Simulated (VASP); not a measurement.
# MgO (P6_3mc) in VASP: notebook

Runs on MgO. Level: r2SCAN. Tasks: single point.

Everything below comes from runs of VASP 6.6.1. Logs are shortened: lines on timing, memory, paths and dates and some standing lists are left out, and cuts for length are marked.

### Step 1. The cell of the first run

Symmetry: P6_3mc, No. 186, hexagonal system. The conventional cell has a = 3.303 Å, b = 3.303 Å, c = 5.057 Å, α = 90.00°, β = 90.00°, γ = 120.00°. Within 2.6 Å of Mg (site symmetry 3m) lie 4 O at 1.98 to 1.99 Å. O (site symmetry 3m) has 4 Mg at 1.98 to 1.99 Å within 2.6 Å.

### Step 2. Single point, r2SCAN (strain +0.5%)

Input file POSCAR:

```
MgO
1.0
    3.3030142312      0.0000000000      0.0000000000
   -1.6515071156      2.8604942333      0.0000000000
    0.0000000000      0.0000000000      5.0570207851
Mg O
2 2
Direct
    0.3333333333      0.6666666667     -0.0097096405
    0.6666666667      0.3333333333      0.4902903595
    0.3333333333      0.6666666667      0.3847096405
    0.6666666667      0.3333333333      0.8847096405
```

Input file INCAR.step1:

```
SYSTEM = MgO
ALGO = Normal
EDIFF = 1E-4
ENCUT = 520
GGA = PE
ISMEAR = 0
LASPH = .True.
LCHARG = .False.
LREAL = .False.
LWAVE = .True.
NBANDS = 16
NELM = 60
PREC = Accurate
SIGMA = 0.01
```

Input file INCAR.step2:

```
SYSTEM = MgO
ALGO = Normal
EDIFF = 1E-6
ENCUT = 520
ISIF = 2
ISMEAR = 0
ISTART = 1
LASPH = .True.
LCHARG = .True.
LELF = .True.
LMIXTAU = .True.
LREAL = .False.
LVHAR = .True.
LWAVE = .False.
METAGGA = R2SCAN
NBANDS = 16
NELM = 60
PREC = Accurate
SIGMA = 0.01
```

Input file KPOINTS:

```
k-points
0
Gamma
  12 12 6
  0 0 0
```

Potentials or basis: VASP PAW PBE potentials, release 64 (Mg, O).

Command:

```console
cat potpaw_PBE.64/Mg/POTCAR potpaw_PBE.64/O/POTCAR > POTCAR
cp INCAR.step1 INCAR
mpirun -np 1 vasp_std > vasp.out
cp INCAR.step2 INCAR
mpirun -np 1 vasp_std > vasp.out
```

OUTCAR:

```text
SYSTEM = MgO
   EDIFF = 1E-6
   ENCUT = 520
   ISIF = 2
   ISMEAR = 0
   ISTART = 1
   LASPH = .True.
   LREAL = .False.
   METAGGA = R2SCAN
   NELM = 60
   PREC = Accurate

 ion  position               nearest neighbor table
   1  0.333  0.667  0.990-   4 1.98   4 1.98   4 1.98   3 1.99   2 3.17   2 3.17   2 3.17   2 3.17
                             2 3.17   2 3.17
   2  0.667  0.333  0.490-   3 1.98   3 1.98   3 1.98   4 1.99   1 3.17   1 3.17   1 3.17   1 3.17
                             1 3.17   1 3.17
   3  0.333  0.667  0.385-   2 1.98   2 1.98   2 1.98   1 1.99
   4  0.667  0.333  0.885-   1 1.98   1 1.98   1 1.98   2 1.99

  LATTYP: Found a hexagonal cell.
 ALAT       =     3.3030142312
 C/A-ratio  =     1.5310320910

  Lattice vectors:

 A1 = (   3.3030142312,   0.0000000000,   0.0000000000)
 A2 = (  -1.6515071156,   2.8604942333,   0.0000000000)
 A3 = (   0.0000000000,   0.0000000000,   5.0570207851)

Analysis of symmetry for initial positions (statically):
=====================================================================
 Subroutine PRICEL returns:
 Original cell was already a primitive cell.

 Routine SETGRP: Setting up the symmetry group for a
 hexagonal supercell.

 Subroutine GETGRP returns: Found 12 space group operations
 (whereof  6 operations were pure point group operations)
 out of a pool of 24 trial point group operations.

The static configuration has the point symmetry C_3v.
 The point group associated with its full space group is C_6v.

Analysis of symmetry for dynamics (positions and initial velocities):
=====================================================================
 Subroutine PRICEL returns:
 Original cell was already a primitive cell.

 Routine SETGRP: Setting up the symmetry group for a
 hexagonal supercell.

 Subroutine GETGRP returns: Found 12 space group operations
 (whereof  6 operations were pure point group operations)
 out of a pool of 24 trial point group operations.

The dynamic configuration has the point symmetry C_3v.
 The point group associated with its full space group is C_6v.

 Subroutine INISYM returns: Found 12 space group operations
 (whereof  6 operations are pure point group operations),
 and found     1 'primitive' translations

----------------------------------------------------------------------------------------

                                     Primitive cell

  volume of cell :      47.7800

  direct lattice vectors                    reciprocal lattice vectors
     3.303014231  0.000000000  0.000000000     0.302753767  0.174794969  0.000000000
[... 95 lines left out ...]
   NFREE  =      0    steps in history (QN), initial steepest desc. (CG)
   ISIF   =      2    stress and relaxation
   ISYM   =      2    0-nonsym 1-usesym 2-fastsym
   POTIM  = 0.5000    time-step for ionic-motion
   TEBEG  =    0.0;   TEEND  =   0.0 temperature during run
   PSTRESS=    0.0 pullay stress
   NELECT =      16.0000    total number of electrons
   NUPDOWN=      -1.0000    fix difference up-down
   EMIN   =  10.00;   EMAX   =-10.00  energy-range for DOS
   EFERMI =   0.00;   METHOD = LEGACY
   ISMEAR =     0;   SIGMA  =   0.01  broadening in eV -4-tet -1-fermi 0-gaus
   EFERMI_NEDOS =   21; number of points for ismear=-14 and -15
   IALGO  =     38    algorithm
   IMIX   =      4    mixing-type and parameters
     AMIX     =   0.40;   BMIX     =  1.00
     AMIX_MAG =   1.60;   BMIX_MAG =  1.00
  volume/ion in A,a.u.               =      11.95        80.61
  Fermi-wavevector in a.u.,A,eV,Ry     =   1.136840  2.148316 17.584245  1.292406
  Thomas-Fermi vector in A             =   2.273545
   LORBIT       =      0    0 simple, 1 ext, 2 COOP (PROOUT), +10 PAW based schemes
   METAGGA = R2SCAN    functional components
   LHFCALC =     F    Hartree Fock is set to
   AEXX    =    0.0000 exact exchange contribution
   IVDW    =     0    specifies the selected vdW correction
   LEPSILON=     F    determine dielectric tensor
   LRPA    =     F    only Hartree local field effects (RPA)
 non-spin polarized calculation
 Gauss-broadening in eV      SIGMA  =   0.01
  energy-cutoff  :      520.00
  volume of cell :       47.78
 maximum number of plane-waves:      1312
 NGX is ok and might be reduce to    28
   NGX = 13   NGY = 13   NGZ = 19

 number of electron      15.9999998 magnetization

 Free energy of the ion-electron system (eV)
  ---------------------------------------------------
  ext. energy  EPLUGINS =         0.00000000
  ---------------------------------------------------
  free energy    TOTEN  =       -31.85063496 eV

  energy without entropy =      -31.85063496  energy(sigma->0) =      -31.85063496

 E-fermi :   0.7352     XC(G=0): -10.1417

 val. band max:        0.6014107617   @ k =   0.0000   0.0000   0.0000
 cond. band min:       4.7333670267   @ k =   0.0000   0.0000   0.0000
 fundamental gap:      4.1319562650
 Fermi energy:         0.7352432277

 k-point     1 :       0.0000    0.0000    0.0000
  band No.  band energies     occupation
      1     -16.5074      2.00000
      2     -15.7673      2.00000
      3      -2.6005      2.00000
      4      -0.0787      2.00000
      5      -0.0787      2.00000
      6       0.2329      2.00000
[... 433 lines left out ...]
      3      -2.0966      2.00000
      4      -1.6285      2.00000
      5      -1.0447      2.00000
      6      -0.4577      2.00000
[... 8 lines left out ...]
     15      16.0722      0.00000
     16      17.2727      0.00000

 [... further k-points ...]

------------------------ aborting loop because EDIFF is reached ----------------------------------------

  FORCE on cell =-STRESS in cart. coord.  units (eV):
  Direction    XX          YY          ZZ          XY          YZ          ZX
  --------------------------------------------------------------------------------------
  -------------------------------------------------------------------------------------
  Total       -0.7007393     -0.7007393     -0.5764977      0.0000000      0.0000000      0.0000000
  in kB      -23.4974539    -23.4974539    -19.3313377      0.0000000      0.0000000      0.0000000
  external PRESSURE =     -22.1087485 kB  Pullay stress =       0.0000000 kB

 VOLUME and BASIS-vectors are now :
 -----------------------------------------------------------------------------
  energy-cutoff  :      520.00
  volume of cell :       47.78
      direct lattice vectors                 reciprocal lattice vectors
     3.303014231  0.000000000  0.000000000     0.302753767  0.174794969  0.000000000
    -1.651507116  2.860494233  0.000000000     0.000000000  0.349589937  0.000000000
     0.000000000  0.000000000  5.057020785     0.000000000  0.000000000  0.197744886

 POSITION                                       TOTAL-FORCE (eV/Angst)
 -----------------------------------------------------------------------------------
     -0.00000      1.90700      5.00792        -0.000000      0.000000      0.003627
      1.65151      0.95350      2.47941         0.000000     -0.000000      0.003627
     -0.00000      1.90700      1.94548         0.000000      0.000000     -0.003627
      1.65151      0.95350      4.47400         0.000000      0.000000     -0.003627
 -----------------------------------------------------------------------------------
    total drift:                               -0.000000      0.000000     -0.000709

  FREE ENERGIE OF THE ION-ELECTRON SYSTEM (eV)
  ---------------------------------------------------
  free  energy   TOTEN  =       -31.8506349578 eV

  energy  without entropy=      -31.8506349578  energy(sigma->0) =      -31.85063496
```

OUTCAR.step1:

```text
SYSTEM = MgO
   EDIFF = 1E-4
   ENCUT = 520
   GGA = PE
   ISMEAR = 0
   LASPH = .True.
   LREAL = .False.
   NELM = 60
[... 688 lines left out ...]
      1.65151      0.95350      2.47941         0.000000      0.000000     -0.012841
     -0.00000      1.90700      1.94548         0.000000      0.000000      0.012841
      1.65151      0.95350      4.47400        -0.000000      0.000000      0.012841
 -----------------------------------------------------------------------------------
    total drift:                               -0.000000      0.000000     -0.001083

  FREE ENERGIE OF THE ION-ELECTRON SYSTEM (eV)
  ---------------------------------------------------
  free  energy   TOTEN  =       -23.5298433555 eV

  energy  without entropy=      -23.5298433555  energy(sigma->0) =      -23.52984336
```

OSZICAR.step1:

```text
N       E                     dE             d eps       ncg     rms          rms(c)
DAV:   1     0.617157699718E+02    0.61716E+02   -0.74757E+03  2432   0.882E+02
DAV:   2    -0.236664919704E+02   -0.85382E+02   -0.78497E+02  3352   0.195E+02
DAV:   3    -0.277835249412E+02   -0.41170E+01   -0.41073E+01  2808   0.447E+01
DAV:   4    -0.278007748159E+02   -0.17250E-01   -0.17250E-01  2928   0.340E+00
DAV:   5    -0.278008607807E+02   -0.85965E-04   -0.85965E-04  2832   0.229E-01    0.117E+01
DAV:   6    -0.235860516080E+02    0.42148E+01   -0.12330E+01  2432   0.262E+01    0.390E+00
DAV:   7    -0.235359555489E+02    0.50096E-01   -0.17258E-01  2448   0.332E+00    0.220E+00
DAV:   8    -0.235315131885E+02    0.44424E-02   -0.97960E-02  2560   0.340E+00    0.508E-01
DAV:   9    -0.235290548525E+02    0.24583E-02   -0.31497E-03  3048   0.515E-01    0.176E-01
DAV:  10    -0.235298207631E+02   -0.76591E-03   -0.15641E-03  2496   0.256E-01    0.299E-02
DAV:  11    -0.235298433555E+02   -0.22592E-04   -0.14942E-05  1536   0.271E-02
   1 F= -.23529843E+02 E0= -.23529843E+02  d E =-.109931E-11
```

Run time: 5.3 min. Hardware: 1 thread of AMD EPYC 7R43 (Zen 3), shared host; peak memory 0.18 GiB.

Results:

| Quantity | Value |
| --- | --- |
| Free energy | -31.8506 eV |
| Pressure | -2.2 GPa |
| Largest force | 0.004 eV/Å |
| Band gap on the k mesh | 4.13 eV |

Forces on the atoms (eV/Å):
```
Mg   0.000  0.000  0.004
Mg   0.000  0.000  0.004
O    0.000  0.000 -0.004
O    0.000  0.000 -0.004
```

Caveat: the cell differs from its parent crystal (strain +0.5%); the PAW data sets were made with another functional, which shifts forces and pressure a little. A k mesh can miss the band edges.

### Step 3. Single point, r2SCAN (uniaxial z strain +4.5%)

Input file POSCAR:

```
MgO
1.0
    3.2882172536      0.0000000000      0.0000000000
   -1.6441086268      2.8476796748      0.0000000000
    0.0000000000      0.0000000000      5.2594023038
Mg O
2 2
Direct
    0.3333333333      0.6666666667     -0.0041119520
    0.6666666667      0.3333333333      0.4958880480
    0.3333333333      0.6666666667      0.3791119520
    0.6666666667      0.3333333333      0.8791119520
```

Input file INCAR.step1:

```
  PREC = Accurate
  ENCUT = 520
  ISMEAR = 0
  SIGMA = 0.01
  LREAL = False
  LASPH = True
  NELM = 60
  NBANDS = 16
  GGA = PE
  ALGO = Normal
  EDIFF = 1E-4
  LWAVE = True
  LCHARG = False
```

Input file INCAR.step2:

```
  PREC = Accurate
  ENCUT = 520
  EDIFF = 1E-6
  ISMEAR = 0
  SIGMA = 0.01
  LREAL = False
  LASPH = True
  NELM = 60
  ALGO = Normal
  ISIF = 2
  LWAVE = False
  LCHARG = False
  METAGGA = R2SCAN
  LMIXTAU = True
  NBANDS = 16
  ISTART = 1
```

Input file KPOINTS:

```
Automatic mesh
0
Gamma
  12 12 6
```

Potentials or basis: VASP PAW PBE potentials, release 64 (Mg, O).

Command:

```console
cat potpaw_PBE.64/Mg/POTCAR potpaw_PBE.64/O/POTCAR > POTCAR
cp INCAR.step1 INCAR
mpirun -np 1 vasp_std > vasp.out
cp INCAR.step2 INCAR
mpirun -np 1 vasp_std > vasp.out
```

Run time: 3.7 min. Hardware: 1 thread of AMD EPYC 7R43 (Zen 3), shared host; peak memory 0.17 GiB.

Results (log left out):

```
Free energy            : -31.8105 eV
Pressure               : -5.1 GPa
Band gap on the k mesh : 4.12 eV
```

Forces on the atoms (eV/Å):
```
Mg   0.000  0.000  0.003
Mg   0.000  0.000  0.003
O    0.000  0.000 -0.003
O    0.000  0.000 -0.003
```

Stress tensor (GPa, compression positive):
```
-4.22  0.00  0.00
 0.00 -4.22  0.00
 0.00  0.00 -6.92
```

Levels at points of the mesh, in eV from the valence-band top:
```csv
k point,band 5,band 6,band 7,band 8,band 9,band 10,band 11,band 12
"(0.00, 0.00, 0.00)",-0.38,-0.14,-0.14,0.00,4.12,9.25,10.65,15.44
"(0.50, 0.00, 0.00)",-1.49,-0.91,-0.65,-0.30,8.59,8.63,9.94,11.52
"(0.00, 0.00, 0.50)",-0.26,-0.26,-0.26,-0.26,6.52,6.52,13.65,13.65
"(0.50, 0.00, 0.50)",-0.62,-0.62,-0.61,-0.61,8.07,8.07,11.59,11.59
```

Caveat: the cell differs from its parent crystal (uniaxial z strain +4.5%); the cell stands under tension; the PAW data sets were made with another functional, which shifts forces and pressure a little. A k mesh can miss the band edges.
